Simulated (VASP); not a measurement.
# HfC5 (P4/mmm) in VASP: further runs

Runs on HfC5. Level: PBE. Tasks: single point, relaxation of cell and atoms.

All numbers are computed with VASP 6.6.1; they aren't measurements. Logs are shortened: lines on timing, memory, paths and dates and some standing lists are left out, and cuts for length are marked.

### Step 1. The cell of the first run

It takes space group P4/mmm (No. 123, tetragonal). The conventional cell has a = 3.353 Å, b = 3.353 Å, c = 7.090 Å, α = 90.00°, β = 90.00°, γ = 90.00°. Hf (site symmetry 4/mmm) has 4 C at 2.37 Å within 3.1 Å. C (site symmetry m2m) has 3 C at 1.34 to 1.42 Å within 1.8 Å. C (site symmetry 4/mmm) has 4 Hf at 2.37 Å within 3.1 Å.

The cell was built from a structure type or drawn by symmetry, and may not be a known phase.

### Step 2. Single point, PBE

The input, INCAR:

```
  ALGO = Normal
  EDIFF = 1E-6
  ENCUT = 520
  GGA = PE
  ISIF = 2
  ISMEAR = 0
  LASPH = True
  LCHARG = False
  LREAL = False
  LWAVE = False
  NBANDS = 24
  NELM = 80
  PREC = Accurate
  SIGMA = 0.1
```

The input, KPOINTS:

```
k-points
0
Gamma
  6 6 4
```

The input, POSCAR:

```
HfC5
1.0
    3.3529362493      0.0000000000      0.0000000000
    0.0000000000      3.3529362493      0.0000000000
    0.0000000000      0.0000000000      7.0898953574
Hf C
1 5
Direct
    0.5000000000      0.5000000000      0.0000000000
    0.2999326336      0.0000000000      0.5000000000
    0.7000673664      0.0000000000      0.5000000000
    0.0000000000      0.7000673664      0.5000000000
    0.0000000000      0.2999326336      0.5000000000
    0.0000000000      0.0000000000      0.0000000000
```

Potentials or basis: VASP PAW PBE potentials, release 64 (Hf_pv, C).

The run is started by

```console
$ cat potpaw_PBE.64/Hf_pv/POTCAR potpaw_PBE.64/C/POTCAR > POTCAR
$ mpirun -np 1 vasp_std > vasp.out
```

OUTCAR:

```text
EDIFF = 1E-6
   ENCUT = 520
   GGA = PE
   ISIF = 2
   ISMEAR = 0
   LASPH = True
   LREAL = False
   NELM = 80
   PREC = Accurate

 ion  position               nearest neighbor table
   1  0.500  0.500  0.000-   6 2.37   6 2.37   6 2.37   6 2.37
   2  0.300  0.000  0.500-   3 1.34   4 1.42   5 1.42   3 2.01
   3  0.700  0.000  0.500-   2 1.34   4 1.42   5 1.42   2 2.01
   4  0.000  0.700  0.500-   5 1.34   3 1.42   2 1.42   5 2.01
   5  0.000  0.300  0.500-   4 1.34   3 1.42   2 1.42   4 2.01
   6  0.000  0.000  0.000-   1 2.37   1 2.37   1 2.37   1 2.37

  LATTYP: Found a simple tetragonal cell.
 ALAT       =     3.3529362493
 C/A-ratio  =     2.1145333016

  Lattice vectors:

 A1 = (   3.3529362493,   0.0000000000,   0.0000000000)
 A2 = (   0.0000000000,   3.3529362493,   0.0000000000)
 A3 = (   0.0000000000,   0.0000000000,   7.0898953574)

Analysis of symmetry for initial positions (statically):
=====================================================================
 Subroutine PRICEL returns:
 Original cell was already a primitive cell.

 Routine SETGRP: Setting up the symmetry group for a
 simple tetragonal supercell.

 Subroutine GETGRP returns: Found 16 space group operations
 (whereof 16 operations were pure point group operations)
 out of a pool of 16 trial point group operations.

The static configuration has the point symmetry D_4h.

Analysis of symmetry for dynamics (positions and initial velocities):
=====================================================================
 Subroutine PRICEL returns:
 Original cell was already a primitive cell.

 Routine SETGRP: Setting up the symmetry group for a
 simple tetragonal supercell.

 Subroutine GETGRP returns: Found 16 space group operations
 (whereof 16 operations were pure point group operations)
 out of a pool of 16 trial point group operations.

The dynamic configuration has the point symmetry D_4h.

 Subroutine INISYM returns: Found 16 space group operations
 (whereof 16 operations are pure point group operations),
 and found     1 'primitive' translations

----------------------------------------------------------------------------------------

                                     Primitive cell

  volume of cell :      79.7059

  direct lattice vectors                    reciprocal lattice vectors
     3.352936249  0.000000000  0.000000000     0.298246052  0.000000000  0.000000000
     0.000000000  3.352936249  0.000000000     0.000000000  0.298246052  0.000000000
     0.000000000  0.000000000  7.089895357     0.000000000  0.000000000  0.141045805

  length of vectors
     3.352936249  3.352936249  7.089895357     0.298246052  0.298246052  0.141045805

  position of ions in fractional coordinates (direct lattice)
     0.500000000  0.500000000  0.000000000
     0.299932634  0.000000000  0.500000000
     0.700067366  0.000000000  0.500000000
     0.000000000  0.700067366  0.500000000
     0.000000000  0.299932634  0.500000000
     0.000000000  0.000000000  0.000000000

  ion indices of the primitive-cell ions
   primitive index   ion index
                 1           1
                 2           2
                 3           3
                 4           4
                 5           5
                 6           6

----------------------------------------------------------------------------------------

 KPOINTS: k-points

Automatic generation of k-mesh.
 Grid dimensions read from file:
 generate k-points for:    6    6    4

 Generating k-lattice:

  Cartesian coordinates                     Fractional coordinates (reciprocal lattice)
     0.049707675  0.000000000  0.000000000     0.166666667  0.000000000  0.000000000
     0.000000000  0.049707675  0.000000000     0.000000000  0.166666667  0.000000000
     0.000000000  0.000000000  0.035261451     0.000000000  0.000000000  0.250000000

  Length of vectors
     0.049707675  0.049707675  0.035261451

  Shift w.r.t. Gamma in fractional coordinates (k-lattice)
     0.000000000  0.000000000  0.000000000

 Subroutine IBZKPT returns following result:
 ===========================================

 Found     30 irreducible k-points:

 Following reciprocal coordinates:
            Coordinates               Weight
  0.000000  0.000000  0.000000      1.000000
  0.166667  0.000000  0.000000      4.000000
  0.333333  0.000000  0.000000      4.000000
  0.500000  0.000000  0.000000      2.000000
  0.166667  0.166667  0.000000      4.000000
  0.333333  0.166667  0.000000      8.000000
[... 16 lines left out ...]
  0.333333  0.000000  0.500000      4.000000
  0.500000  0.000000  0.500000      2.000000
 [... further k-points ...]
   k-points           NKPTS =     30   k-points in BZ     NKDIM =     30   number of bands    NBANDS=     24
   number of dos      NEDOS =    301   number of ions     NIONS =      6
   total plane-waves  NPLWV =  42336
   dimension x,y,z NGX =    28 NGY =   28 NGZ =   54
   dimension x,y,z NGXF=    56 NGYF=   56 NGZF=  108
   ions per type =               1   5
   NGX,Y,Z   is equivalent  to a cutoff of  13.88, 13.88, 12.66 a.u.
   NGXF,Y,Z  is equivalent  to a cutoff of  27.77, 27.77, 25.32 a.u.
 SYSTEM =  unknown system
   PREC   = accura    normal or accurate (medium, high low for compatibility)
   ISTART =      0    job   : 0-new  1-cont  2-samecut
   ICHARG =      2    charge: 1-file 2-atom 10-const
   ISPIN  =      1    spin polarized calculation?
   LNONCOLLINEAR =      F non collinear calculations
   LSORBIT =      F    spin-orbit coupling
   LASPH  =      T    aspherical Exc in radial PAW
   ENCUT  =  520.0 eV  38.22 Ry    6.18 a.u.   6.23  6.23 13.18*2*pi/ulx,y,z
   NELM   =     80;   NELMIN=  2; NELMDL= -5     # of ELM steps
   EDIFF  = 0.1E-05   stopping-criterion for ELM
   LREAL  =      F    real-space projection
   EDIFFG = 0.1E-04   stopping-criterion for IOM
   NSW    =      0    number of steps for IOM
   IBRION =     -1    ionic relax: 0-MD 1-quasi-New 2-CG
   NFREE  =      0    steps in history (QN), initial steepest desc. (CG)
   ISIF   =      2    stress and relaxation
   ISYM   =      2    0-nonsym 1-usesym 2-fastsym
   POTIM  = 0.5000    time-step for ionic-motion
   TEBEG  =    0.0;   TEEND  =   0.0 temperature during run
   PSTRESS=    0.0 pullay stress
   NELECT =      30.0000    total number of electrons
   NUPDOWN=      -1.0000    fix difference up-down
   EMIN   =  10.00;   EMAX   =-10.00  energy-range for DOS
   EFERMI =   0.00;   METHOD = LEGACY
   ISMEAR =     0;   SIGMA  =   0.10  broadening in eV -4-tet -1-fermi 0-gaus
   EFERMI_NEDOS =   21; number of points for ismear=-14 and -15
   IALGO  =     38    algorithm
   IMIX   =      4    mixing-type and parameters
     AMIX     =   0.40;   BMIX     =  1.00
     AMIX_MAG =   1.60;   BMIX_MAG =  1.00
  volume/ion in A,a.u.               =      13.28        89.65
  Fermi-wavevector in a.u.,A,eV,Ry     =   1.182003  2.233661 19.009111  1.397130
  Thomas-Fermi vector in A             =   2.318265
   LORBIT       =      0    0 simple, 1 ext, 2 COOP (PROOUT), +10 PAW based schemes
   GGA     = PE    functional components
   LHFCALC =     F    Hartree Fock is set to
   AEXX    =    0.0000 exact exchange contribution
   IVDW    =     0    specifies the selected vdW correction
   LEPSILON=     F    determine dielectric tensor
   LRPA    =     F    only Hartree local field effects (RPA)
 non-spin polarized calculation
 Gauss-broadening in eV      SIGMA  =   0.10
  energy-cutoff  :      520.00
  volume of cell :       79.71
 maximum number of plane-waves:      2176
 NGX is ok and might be reduce to    28
   NGX = 13   NGY = 13   NGZ = 27

 number of electron      29.9999994 magnetization

 Free energy of the ion-electron system (eV)
  ---------------------------------------------------
  ext. energy  EPLUGINS =         0.00000000
  ---------------------------------------------------
  free energy    TOTEN  =       -52.37170306 eV

  energy without entropy =      -52.36174470  energy(sigma->0) =      -52.36672388

 E-fermi :   3.0373     XC(G=0):  -9.6850

 val. band max:        3.0240814992   @ k =   0.1667   0.1667   0.5000
 cond. band min:       3.2896133270   @ k =   0.1667   0.0000   0.0000
 fundamental gap:      0.2655318279
 Fermi energy:         3.0372804009

 k-point     1 :       0.0000    0.0000    0.0000
  band No.  band energies     occupation
      1     -28.4426      2.00000
      2     -27.5154      2.00000
      3     -27.5154      2.00000
      4     -16.6260      2.00000
      5      -8.1634      2.00000
      6      -8.0529      2.00000
[... 16 lines left out ...]
     23       9.4392      0.00000
     24       9.7819      0.00000

 k-point     2 :       0.1667    0.0000    0.0000
  band No.  band energies     occupation
      1     -28.4371      2.00000
      2     -27.5810      2.00000
      3     -27.5075      2.00000
      4     -16.4351      2.00000
      5      -9.6581      2.00000
      6      -8.0696      2.00000
[... 16 lines left out ...]
     23       9.8573      0.00000
     24       9.9919      0.00000

 k-point     3 :       0.3333    0.0000    0.0000
  band No.  band energies     occupation
      1     -28.4261      2.00000
      2     -27.7096      2.00000
      3     -27.4916      2.00000
      4     -15.9512      2.00000
      5     -11.3943      2.00000
      6      -8.0063      2.00000
[... 16 lines left out ...]
     23       9.9038      0.00000
     24       9.9314      0.00000
[... 514 lines left out ...]
 k-point    23 :       0.3333    0.0000    0.5000
  band No.  band energies     occupation
      1     -28.4261      2.00000
      2     -27.7096      2.00000
      3     -27.4916      2.00000
      4     -15.9509      2.00000
      5     -11.3931      2.00000
      6      -8.0060      2.00000
[... 16 lines left out ...]
     23       9.3670      0.00000
     24      11.4821      0.00000

 k-point    24 :       0.5000    0.0000    0.5000
  band No.  band energies     occupation
      1     -28.4206      2.00000
      2     -27.7726      2.00000
      3     -27.4836      2.00000
      4     -15.6130      2.00000
      5     -12.1688      2.00000
      6      -7.9739      2.00000
[... 16 lines left out ...]
     23       9.5075      0.00000
     24      10.7107      0.00000

 [... further k-points ...]

------------------------ aborting loop because EDIFF is reached ----------------------------------------

  FORCE on cell =-STRESS in cart. coord.  units (eV):
  Direction    XX          YY          ZZ          XY          YZ          ZX
  --------------------------------------------------------------------------------------
  -------------------------------------------------------------------------------------
  Total       -0.0119191     -0.0119191      0.1176774      0.0000000      0.0000000     -0.0000000
  in kB       -0.2395865     -0.2395865      2.3654477      0.0000000      0.0000000     -0.0000000
  external PRESSURE =       0.6287582 kB  Pullay stress =       0.0000000 kB

 VOLUME and BASIS-vectors are now :
 -----------------------------------------------------------------------------
  energy-cutoff  :      520.00
  volume of cell :       79.71
      direct lattice vectors                 reciprocal lattice vectors
     3.352936249  0.000000000  0.000000000     0.298246052  0.000000000  0.000000000
     0.000000000  3.352936249  0.000000000     0.000000000  0.298246052  0.000000000
     0.000000000  0.000000000  7.089895357     0.000000000  0.000000000  0.141045805

 POSITION                                       TOTAL-FORCE (eV/Angst)
 -----------------------------------------------------------------------------------
      1.67647      1.67647      0.00000         0.000000      0.000000      0.000000
      1.00565      0.00000      3.54495         0.021827      0.000000     -0.000000
      2.34728      0.00000      3.54495        -0.021827      0.000000      0.000000
      0.00000      2.34728      3.54495         0.000000     -0.021827     -0.000000
      0.00000      1.00565      3.54495        -0.000000      0.021827     -0.000000
      0.00000      0.00000      0.00000         0.000000      0.000000      0.000000
 -----------------------------------------------------------------------------------
    total drift:                                0.000000      0.000000      0.000000

  FREE ENERGIE OF THE ION-ELECTRON SYSTEM (eV)
  ---------------------------------------------------
  free  energy   TOTEN  =       -52.3717030614 eV

  energy  without entropy=      -52.3617447039  energy(sigma->0) =      -52.36672388
```

It took 65 s on 1 thread of Intel Xeon Platinum 8488C (Sapphire Rapids), shared host; peak memory 0.21 GiB.

What came out:

* Free energy: -52.3717 eV
* Pressure: 0.1 GPa
* Largest force: 0.022 eV/Å
* Band gap on the k mesh: zero (bands 15 and 16 overlap by 1.66 eV)

Forces in eV/Å, atoms in the order of the input:
```
Hf   0.000  0.000  0.000
C    0.022  0.000  0.000
C   -0.022  0.000  0.000
C    0.000 -0.022  0.000
C    0.000  0.022  0.000
C    0.000  0.000  0.000
```

Levels at points of the mesh, in eV from the Fermi level:
```csv
k point,band 13,band 14,band 15,band 16,band 17,band 18
"(0.00, 0.00, 0.00)",-0.05,0.26,1.23,1.23,1.88,2.95
"(0.50, 0.00, 0.00)",-3.13,-1.82,-1.46,1.30,3.49,4.46
"(0.50, 0.50, 0.00)",-2.69,-0.80,-0.80,1.13,1.20,1.20
"(0.00, 0.00, 0.50)",-0.09,0.94,1.21,1.21,1.95,3.12
"(0.50, 0.00, 0.50)",-2.97,-1.83,-1.78,1.83,3.50,4.28
"(0.50, 0.50, 0.50)",-2.68,-0.66,-0.66,0.87,0.92,0.92
```

Caveat: spin-orbit coupling is left out, which moves the levels of the heavy elements.

(Part 1 of 2 ends here.)
